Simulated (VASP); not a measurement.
A run of VASP 6.6.1 is set up as follows.

The input INCAR:

```
SYSTEM = Zr
PREC = Accurate
ENCUT = 520
EDIFF = 1E-8
ISMEAR = -1
SIGMA = 0.08
LREAL = .False.
LASPH = .True.
NELM = 80
ALGO = Normal
ISIF = 2
LWAVE = .False.
LCHARG = .False.
GGA = PE
LEFG = .True.
NBANDS = 19
```

KPOINTS

```
regular mesh
0
Gamma
  13 13 7
  0 0 0
```

POSCAR

```
Zr
1.0
    3.2319982225      0.0000000000      0.0000000000
   -1.6159991112      2.7989925656      0.0000000000
    0.0000000000      0.0000000000      5.0955300000
Zr
2
Direct
    0.3333333333      0.6666666667      0.2500000000
    0.6666666667      0.3333333333      0.7500000000
```

Potentials or basis: VASP PAW PBE potentials, release 64 (Zr_sv).

The run is started by

```console
$ cat potpaw_PBE.64/Zr_sv/POTCAR > POTCAR
$ mpirun -np 1 vasp_std > vasp.out
```

(1) What does it give for the pressure?

(2) What does it give for the band gap on the k mesh?

Answers

(1) 1.5 GPa.

(2) zero (band 12 reaches 10.04 eV, above the bottom of band 13 at 8.88 eV).

Caveat: the cell differs from its parent crystal (zz strain of -1 %); without QUAD_EFG the Cq values of the log hold for a quadrupole moment of 1 mb, not for the nuclei.
